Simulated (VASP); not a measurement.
Here is a VASP 6.6.1 calculation.

Contents of INCAR:

```
PREC = Accurate
ENCUT = 520
EDIFF = 1E-6
ISMEAR = -1
SIGMA = 0.05
LREAL = False
LASPH = True
NELM = 60
ALGO = Normal
ISIF = 2
LWAVE = False
LCHARG = True
GGA = PS
LELF = True
LVHAR = True
NBANDS = 12
```

Contents of KPOINTS:

```
Automatic mesh
0
Gamma
  8 8 8
```

Contents of POSCAR:

```
Au
1.0
    2.5916308136      0.0000000000      0.0000000000
    0.0000000000      2.5916308136      0.0000000000
    0.0000000000      0.0000000000      2.5916308136
Au
1
Direct
    0.0000000000      0.0000000000      0.0000000000
```

Potentials or basis: VASP PAW PBE potentials, release 64 (Au).

Launch:

```console
$ cat potpaw_PBE.64/Au/POTCAR > POTCAR
$ mpirun -np 1 vasp_std > vasp.out
```

Problem. What does it give for the pressure?

Solution. 19.7 GPa.

Caveat: the PAW data sets were made with another functional, which shifts forces and pressure a little.
